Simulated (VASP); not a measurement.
In3SbTe2: single point with PBE

In3SbTe2:

```xyz
6
Lattice="-2.2517 3.1467 6.5559 2.2517 -3.1467 6.5559 2.2517 3.1467 -6.5559" Properties=species:S:1:pos:R:3 pbc="T T T"
Te    0.0000    3.1467    4.3103
Te    2.2517    0.0000    2.2457
Sb    0.0000    3.1467    0.0000
In    0.0000    0.0000    4.4454
In    0.0000    0.0000    8.6664
In    0.0000    0.0000    0.0000
```

```
Program             : VASP 6.6.1
Task                : single point
Functional          : PBE
Potentials or basis : VASP PAW PBE potentials, release 64 (Te, Sb, In_d)
Cutoff              : 520 eV
k mesh              : 7 × 7 × 7
Occupations         : fermi-dirac, width 0.05 eV
Spin                : no spin polarisation
```

```yaml
Pressure: -1.0 GPa
Largest_force: 0.100 eV/Å
Band_gap_on_the_k_mesh: zero (bands 28 and 29 overlap by 1.83 eV)
```

Forces on the atoms (eV/Å):
```
Te   0.000  0.000 -0.002
Te   0.000  0.000  0.002
Sb   0.000  0.000  0.000
In   0.000  0.000  0.100
In   0.000  0.000 -0.100
In   0.000  0.000  0.000
```

Stress tensor (GPa, compression positive):
```
-1.56  0.00  0.00
 0.00 -1.23  0.00
 0.00  0.00 -0.33
```

Levels at points of the mesh, in eV from the Fermi level:
```csv
k point,band 25,band 26,band 27,band 28,band 29,band 30,band 31,band 32
"(0.00, 0.00, 0.00)",-1.72,-1.00,-0.89,-0.88,-0.63,-0.18,3.94,3.94
```

Run time: 19 min on 1 thread of Intel Xeon 8259CL, on a shared host, peak memory 0.77 GiB.

Caveat: spin-orbit coupling is left out, which moves the levels of the heavy elements.
